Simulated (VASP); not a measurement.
Input of a VASP 6.6.1 run:

File INCAR:

```
  ALGO = Normal
  EDIFF = 1E-6
  ENCUT = 500
  GGA = CA
  GGA_COMPAT = F
  ISIF = 2
  ISMEAR = 0
  LASPH = T
  LCHARG = T
  LELF = T
  LREAL = F
  LVHAR = T
  LWAVE = F
  NBANDS = 11
  NELM = 120
  PREC = Accurate
  SIGMA = 0.1
```

The input KPOINTS:

```
k-points
0
Gamma
  4 4 4
```

The input POSCAR:

```
AlP
1.0
    0.0000000000      2.5413844778      2.5413844778
    2.5413844778      0.0000000000      2.5413844778
    2.5413844778      2.5413844778      0.0000000000
Al P
1 1
Direct
    0.0000000000      0.0000000000      0.0000000000
    0.7500000000      0.7500000000      0.7500000000
```

Potentials or basis: VASP PAW LDA potentials, release 64 (Al, P).

Run with:

```console
$ cat potpaw_LDA.64/Al/POTCAR potpaw_LDA.64/P/POTCAR > POTCAR
$ mpirun -np 1 vasp_std > vasp.out
```

What does it give for the pressure?

28.1 GPa.

What does it give for the band gap on the k mesh?

0.90 eV, indirect (least direct gap 3.51 eV).

Caveat: the k points lie up to 0.54 Å⁻¹ apart. A k mesh can miss the band edges.
